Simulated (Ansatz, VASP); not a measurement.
**AlN in VASP and in Ansatz**

```
Al N
1.0
     0.00000    1.96472    1.96472
     1.96472    0.00000    1.96472
     1.96472    1.96472    0.00000
Al N
1 1
Cartesian
  0.0000 0.0000 0.0000
  1.9647 1.9647 1.9647
```

Change from the starting cell: volume scaled by 0.98, crystal datasets.

Alike in both runs: task electric field gradients; functional PBE; k mesh 10 × 10 × 10; occupations fermi-dirac, width 0.02 eV; no spin polarisation.

|  | VASP | Ansatz |
| --- | --- | --- |
| version | VASP 6.6.1 | Ansatz 0.2.0 |
| potentials or method | VASP PAW PBE potentials, release 64 (Al, N), cutoff 520 eV | all-electron PAW with datasets made for the crystal, scalar-relativistic |

Ansatz gave:

- gap on the k mesh at the Fermi level (eV): 5.15
- pressure (GPa): 32.8

Task: Estimate VASP's values.

Result: gap on the k mesh at the Fermi level (eV): 5.15; pressure (GPa): 32.5.

Both programs put the cell under a high pressure, so it lies far from rest at this level. Ansatz ran all-electron here, and VASP with PAW potentials.
